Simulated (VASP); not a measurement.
Write the native input for VASP 6.6.1 that does the following.

```
Task                   : single point
Functional             : PBE
Potentials or basis    : VASP PAW PBE potentials, release 64 (Al, N)
Cutoff                 : 520 eV
k mesh                 : 1 × 1 × 1
Occupations            : fermi-dirac, width 0.2361 eV
Spin                   : no spin polarisation
Dipole correction      : no
Further INCAR settings : ALGO = Normal; EDIFF = 1e-06; NBANDS = 41; ISYM = 0
```

The structure of AlN lies in POSCAR:

```
AlN
1.0
    5.2253880000      0.0754520000     -0.0146810000
    0.0754520000      5.6076760000      0.1886370000
   -0.0146810000      0.1886370000      5.5019230000
Al N
7 7
Direct
    0.6098469989     -0.1792417515      0.2626552189
   -0.0932788479      0.5418029533      0.7272627206
    0.8597187801      0.0612505306      0.8747136983
    0.0932089110      0.1140772683      0.3954146953
    0.1061650730      0.6139239644      0.1653490670
    0.3384127273      0.2293714230      0.8172016039
    0.5696125231      0.3300026993      0.2730608484
    0.1534551490      0.8163783325      0.8306022668
    0.3733742618      0.5721960787      0.4316276611
    0.9419729808      0.8656701623      0.2584194077
    0.2363116200      0.9805103536      0.6802241252
    0.5067102278      0.1170170056      0.0568565347
   -0.0611802579      0.3668300437      0.0153582836
    0.7712815346      0.2443634278      0.5936233932
```

These files were run (other wordings do the same):

INCAR

```
SYSTEM = AlN
PREC = Accurate
ENCUT = 520
EDIFF = 1E-6
ISMEAR = -1
SIGMA = 0.2361
LREAL = .False.
LASPH = .True.
NELM = 60
ALGO = Normal
ISIF = 2
LWAVE = .False.
LCHARG = .False.
GGA = PE
NBANDS = 41
ISYM = 0
```

KPOINTS

```
Automatic mesh
0
Gamma
  1 1 1
  0 0 0
```

Potentials or basis: VASP PAW PBE potentials, release 64 (Al, N).

Command:

```console
$ cat potpaw_PBE.64/Al/POTCAR potpaw_PBE.64/N/POTCAR > POTCAR
$ mpirun -np 1 vasp_gam > vasp.out
```

Results of the run:

```
Pressure               : 6.2 GPa
Largest force          : 6.011 eV/Å
Band gap on the k mesh : 1.33 eV
```

Caveat: the k points lie up to 1.20 Å⁻¹ apart.

Wall time 33 s on 1 thread of Intel Xeon 8259CL (shared host), peak memory 0.23 GiB.
